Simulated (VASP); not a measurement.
FeO, 2 atoms in the cell. Symmetry: Fm-3m, No. 225, cubic system. Conventional cell: a = 4.185 Å, b = 4.185 Å, c = 4.185 Å, α = 90.00°, β = 90.00°, γ = 90.00°. Within 2.8 Å of Fe (site symmetry m-3m) lie 6 O at 2.09 Å. Within 2.8 Å of O (site symmetry m-3m) lie 6 Fe at 2.09 Å. 

* Program: VASP 6.6.1
* Task: single point
* Functional: LDA
* Potentials or basis: VASP PAW LDA potentials, release 64 (Fe_sv, O)
* Cutoff: 600 eV
* k mesh: 18 × 18 × 18
* Occupations: gaussian, width 0.1 eV
* Spin: collinear spin, ferromagnetic start
* Starting moments: [3.79, 0.35] μB
* Dipole correction: no
* Further INCAR settings: ALGO = Normal; EDIFF = 1e-06; NBANDS = 22

Potentials or basis: VASP PAW LDA potentials, release 64 (Fe_sv, O).

Launch:

```bash
$ cat potpaw_LDA.64/Fe_sv/POTCAR potpaw_LDA.64/O/POTCAR > POTCAR
$ mpirun -np 1 vasp_std > vasp.out
```

Hardware: 1 thread of Intel(R) Xeon(R) 6975P-C (Granite Rapids) (shared host).

Question: How long does it take, and how much memory?

Answer: Wall time 3.3 min on 1 thread of Intel(R) Xeon(R) 6975P-C (Granite Rapids), on a shared host, peak memory 0.47 GiB. Counts: scf iterations 14, k points 580.
